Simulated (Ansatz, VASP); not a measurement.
## Y in VASP and in Ansatz

The input POSCAR:

```
Y
1.0
    0.0000000000      2.3856000000      2.5844000000
    2.3856000000      0.0000000000      2.5844000000
    2.3856000000      2.3856000000      0.0000000000
Y
1
Direct
    0.0000000000      0.0000000000      0.0000000000
```

The input INCAR.step1:

```
SYSTEM = Y
PREC = Accurate
ENCUT = 520
ISMEAR = 0
SIGMA = 0.15
LREAL = .False.
LASPH = .True.
NELM = 60
NBANDS = 12
GGA = PE
ALGO = Normal
EDIFF = 1E-4
LWAVE = .True.
LCHARG = .False.
```

File INCAR.step2:

```
SYSTEM = Y
PREC = Accurate
ENCUT = 520
EDIFF = 1E-6
ISMEAR = 0
SIGMA = 0.15
LREAL = .False.
LASPH = .True.
NELM = 60
ALGO = Normal
ISIF = 2
LWAVE = .False.
LCHARG = .False.
METAGGA = R2SCAN
LMIXTAU = .True.
NBANDS = 12
ISTART = 1
```

The input KPOINTS:

```
regular mesh
0
Gamma
  16 16 16
  0 0 0
```

Input for Ansatz:

```yaml
crystal:
  lattice:
    - [0.0, 2.3856, 2.5844]
    - [2.3856, 0.0, 2.5844]
    - [2.3856, 2.3856, 0.0]
  atoms:
    - { symbol: "Y", position: [0.0, 0.0, 0.0] }
basis:
  ecutwfc: 500
kpoints:
  mp_grid: { grid: [16, 16, 16] }
hamiltonian:
  xc: r2scan
scf:
  occupations: { method: gaussian, width: 0.15 }
output:
  forces: true
  stress: true
  eigenvalues: true
```

Change from the starting cell: strain -0.040 along x and y, +0.040 along z, atoms carried along.

Alike in both runs: task single point; functional r2SCAN; k mesh 16 × 16 × 16; occupations gaussian, width 0.15 eV; no spin polarisation.

|  | VASP | Ansatz |
| --- | --- | --- |
| version | VASP 6.6.1 | Ansatz 0.2.0 |
| potentials or method | VASP PAW PBE potentials, release 64 (Y_sv), cutoff 520 eV | scalar-relativistic, plane waves, PAW |
| valence electrons in the cell | 11 | 11 |

Ansatz gave:

- gap on the k mesh at the Fermi level (eV): none
- pressure (GPa): 5.4
- traceless stress, the component that is largest in VASP (GPa): -1.05

Q: Estimate VASP's values.

A: gap on the k mesh at the Fermi level (eV): none; pressure (GPa): 5.5; traceless stress, the component that is largest in VASP (GPa): -1.04.

VASP's potentials were made for PBE, not for r2SCAN. A gap of «none» marks a metal or a gap that the smearing closes.
